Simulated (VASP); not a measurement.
Here is a VASP 6.6.1 calculation.

File INCAR:

```
PREC     = Accurate       # precision mode
ENCUT    = 520            # plane-wave cutoff, eV
EDIFF    = 1E-8           # SCF threshold, eV
ISMEAR   = -1             # smearing method
SIGMA    = 0.02           # smearing width, eV
LREAL    = F              # projectors in reciprocal space
LASPH    = T              # aspherical terms in the spheres
NELM     = 100            # most SCF steps
ALGO     = Normal         # electronic algorithm
ISIF     = 2              # what is computed and relaxed
LWAVE    = F              # write WAVECAR
LCHARG   = F              # write CHGCAR
GGA      = PE             # functional
LEFG     = T            
NBANDS   = 26             # bands
```

The input KPOINTS:

```
Automatic mesh
0
Gamma
  11 11 6
```

The input POSCAR:

```
ZnO
1.0
    3.2601941478      0.0000000000      0.0000000000
   -1.6300970738      2.8234109532      0.0000000000
    0.0000000000      0.0000000000      5.2210884991
Zn O
2 2
Direct
    0.3333333333      0.6666666667      0.0000000000
    0.6666666667      0.3333333333      0.5000000000
    0.3333333333      0.6666666667      0.3821000000
    0.6666666667      0.3333333333      0.8821000000
```

Potentials or basis: VASP PAW PBE potentials, release 64 (Zn, O).

Command:

```console
$ cat potpaw_PBE.64/Zn/POTCAR potpaw_PBE.64/O/POTCAR > POTCAR
$ mpirun -np 1 vasp_std > vasp.out
```

**Question.** What does it give for the pressure?

**Answer.** 4.5 GPa.

**Question.** What does it give for the band gap on the k mesh?

**Answer.** 0.78 eV.

**Question.** Predict the largest force.

**Answer.** 0.033 eV/Å.

Stress tensor (GPa, compression positive):
```
4.39 0.00 0.00
0.00 4.39 0.00
0.00 0.00 4.70
```

Caveat: the cell stands under pressure; without QUAD_EFG the Cq values of the log hold for a quadrupole moment of 1 mb, not for the nuclei.
